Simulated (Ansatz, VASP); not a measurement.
**Sn2Ge3: VASP beside Ansatz**

```xyz
5
Lattice="4.8277 0.0000 0.0000 -2.4139 4.1809 0.0000 0.0000 0.0000 8.5731" Properties=species:S:1:pos:R:3 pbc="T T T"
Sn    0.0000    0.0000    5.9038
Sn    0.0000    0.0000    2.6693
Ge    0.0000    2.7873    0.0000
Ge    2.4139    1.3936    0.0000
Ge    0.0000    0.0000    0.0000
```

Alike in both runs: functional PBE; k mesh 12 × 12 × 6; occupations gaussian, width 0.1 eV; no spin polarisation.

Ansatz relaxed the structure, and its values are those at the end. VASP's run is a single point on that final structure, the one shown.

```csv
,VASP,Ansatz
version,VASP 6.6.1,Ansatz 0.2.0
potentials or method,"VASP PAW PBE potentials, release 64 (Sn_d, Ge_d), cutoff 520 eV","scalar-relativistic, plane waves, PAW"
valence electrons in the cell,70,70
```

```tsv
	VASP	Ansatz	Ansatz less VASP
gap on the k mesh at the Fermi level (eV)	none	none	-
pressure (GPa)	0.0	0.0	+0.03
```

A gap of «none» marks a metal or a gap that the smearing closes. With one functional, cell and mesh, what is left measures potentials, basis and numerics.
